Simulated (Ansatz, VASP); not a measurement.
**One calculation of W, two programs**

Contents of POSCAR:

```
W
1.0
   -1.5690473545      1.5690473545      1.5690473545
    1.5690473545     -1.5690473545      1.5690473545
    1.5690473545      1.5690473545     -1.5690473545
W
1
Direct
    0.0000000000      0.0000000000      0.0000000000
```

File INCAR.step1:

```
SYSTEM = W
  PREC = Accurate
  ENCUT = 520
  ISMEAR = 1
  SIGMA = 0.05
  LREAL = .False.
  LASPH = .True.
  NELM = 80
  NBANDS = 13
  GGA = PE
  ALGO = Normal
  EDIFF = 1E-4
  LWAVE = .True.
  LCHARG = .False.
```

The input INCAR.step2:

```
SYSTEM = W
  PREC = Accurate
  ENCUT = 520
  EDIFF = 1E-6
  ISMEAR = 1
  SIGMA = 0.05
  LREAL = .False.
  LASPH = .True.
  NELM = 80
  ALGO = Normal
  ISIF = 2
  LWAVE = .False.
  LCHARG = .True.
  METAGGA = R2SCAN
  LMIXTAU = .True.
  LELF = .True.
  LVHAR = .True.
  NBANDS = 13
  ISTART = 1
```

File KPOINTS:

```
Automatic mesh
0
Gamma
  13 13 13
  0 0 0
```

Input for Ansatz:

```yaml
crystal:
  lattice:
    - [-1.569047354503755, 1.569047354503755, 1.569047354503755]
    - [1.569047354503755, -1.569047354503755, 1.569047354503755]
    - [1.569047354503755, 1.569047354503755, -1.569047354503755]
  atoms:
    - { symbol: W, position: [0.0, 0.0, 0.0] }
basis:
  ecutwfc: 550.0
kpoints:
  mp_grid:
    grid: [13, 13, 13]
hamiltonian:
  xc: r2scan
  pseudopotentials:
    kind: paw
scf:
  occupations:
    method: cold
    width: 0.05
output:
  stress: true
```

Alike in both runs: task single point; functional r2SCAN; k mesh 13 × 13 × 13; no spin polarisation.

```csv
,VASP,Ansatz
version,VASP 6.6.1,Ansatz 0.2.0
potentials or method,"VASP PAW PBE potentials, release 64 (W_sv), cutoff 520 eV","plane waves, PAW"
occupations,"methfessel-paxton of order 1, width 0.05 eV","cold, width 0.05 eV"
valence electrons in the cell,14,14
```

Ansatz gave:

- pressure (GPa): 9.6

Task: What did VASP give for the same quantities?

Result: Pressure (GPa): 11.0.

VASP's potentials were made for PBE, not for r2SCAN.

Spin-orbit coupling is off throughout.
